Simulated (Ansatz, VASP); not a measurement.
Given: the input of a run of Ansatz 0.2.0 on Na.

input.yaml

```yaml
crystal:
  lattice:
    - [3.6503718133, 0.0, 0.0]
    - [-1.8251859066, 3.1613147235, 0.0]
    - [0.0, 0.0, 12.3678775047]
  atoms:
    - { symbol: Na, position: [0.6666666667, 0.3333333333, 0.75] }
    - { symbol: Na, position: [0.0, 0.0, 0.5] }
    - { symbol: Na, position: [0.3333333333, 0.6666666667, 0.25] }
    - { symbol: Na, position: [0.0, 0.0, 0.0] }
kpoints:
  mp_grid: { grid: [8, 8, 3] }
scf:
  occupations: { method: fermi_dirac, width: 0.05 }
hamiltonian:
  xc: lda
  pseudopotentials: { kind: all_electron, lapw: { basis_error: 0.002 } }
output:
  forces: true
  stress: true
  eigenvalues: true
```

Potentials or basis: all-electron LAPW, scalar-relativistic.

The run is started by

```console
$ ansatz run input.yaml --threads 2 --pin off --max-ram 8192MiB --backend cpu --events-out ev --progress --plain --runs-dir out
```

Question: Translate it to VASP 6.6.1. Potentials there: VASP PAW LDA potentials, release 64 (Na_pv).

Answer: As run (the cutoff follows the program's own potentials):

The input INCAR:

```
PREC = Accurate
ENCUT = 520
EDIFF = 1E-7
ISMEAR = -1
SIGMA = 0.05
LREAL = F
LASPH = T
NELM = 80
ALGO = Normal
ISIF = 2
LWAVE = F
LCHARG = T
GGA = CA
LELF = T
LVHAR = T
NBANDS = 22
```

KPOINTS

```
regular mesh
0
Gamma
  8 8 3
```

Contents of POSCAR:

```
Na
1.0
    3.6503718133      0.0000000000      0.0000000000
   -1.8251859066      3.1613147235      0.0000000000
    0.0000000000      0.0000000000     12.3678775047
Na
4
Direct
    0.6666666667      0.3333333333      0.7500000000
    0.0000000000      0.0000000000      0.5000000000
    0.3333333333      0.6666666667      0.2500000000
    0.0000000000      0.0000000000      0.0000000000
```

Potentials or basis: VASP PAW LDA potentials, release 64 (Na_pv).

Launch:

```sh
$ cat potpaw_LDA.64/Na_pv/POTCAR > POTCAR
$ mpirun -np 1 vasp_std > vasp.out
```

Both were run:

|  | VASP | Ansatz | Ansatz less VASP |
| --- | --- | --- | --- |
| gap on the k mesh at the Fermi level (eV) | none | none | - |
| pressure (GPa) | -0.5 | -0.5 | +0.02 |
| traceless stress, the component that is largest in VASP (GPa) | -0.67 | -0.66 | +0.001 |

LDA's correlation is that of Perdew and Zunger in VASP and of Perdew and Wang (1992) in Ansatz. A gap of «none» marks a metal or a gap that the smearing closes. Ansatz ran all-electron here, and VASP with PAW potentials.
